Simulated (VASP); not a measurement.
Here is a VASP 6.6.1 calculation.

The input INCAR:

```
  ALGO = Normal
  EDIFF = 1E-6
  ENCUT = 520
  GGA = PE
  ISIF = 2
  ISMEAR = 0
  IVDW = 12
  LASPH = True
  LCHARG = False
  LREAL = False
  LWAVE = False
  NBANDS = 50
  NELM = 100
  PREC = Accurate
  SIGMA = 0.02
```

KPOINTS

```
k-points
0
Gamma
  6 6 1
```

POSCAR

```
PbS
1.0
    2.9476900553     -2.9476491669      0.0000000000
    2.9476900553      2.9476491669      0.0000000000
    0.0000000000      0.0000000000     12.4763263467
Pb S
4 4
Direct
    0.7500292039      0.2499707961      0.1340840718
    0.2499707961      0.7500292039      0.8659159282
    0.2500292039      0.7499707961      0.3659159282
    0.7499707961      0.2500292039      0.6340840718
    0.2499230773      0.7500769227      0.6369325224
    0.7500769227      0.2499230773      0.3630674776
    0.7499230773      0.2500769227      0.8630674776
    0.2500769227      0.7499230773      0.1369325224
```

Potentials or basis: VASP PAW PBE potentials, release 64 (Pb_d, S).

Run with:

```sh
$ cat potpaw_PBE.64/Pb_d/POTCAR potpaw_PBE.64/S/POTCAR > POTCAR
$ mpirun -np 1 vasp_std > vasp.out
```

(1) Estimate the pressure.

(2) What does it give for the band gap on the k mesh?

(3) Estimate the dispersion energy per atom.

Answers

(1) -0.1 GPa.

(2) 0.92 eV.

(3) -0.334 eV.

Caveat: the k points lie up to 0.50 Å⁻¹ apart; spin-orbit coupling is left out, which moves the levels of the heavy elements; an odd mesh through Γ misses points on the zone boundary, where band edges can lie.
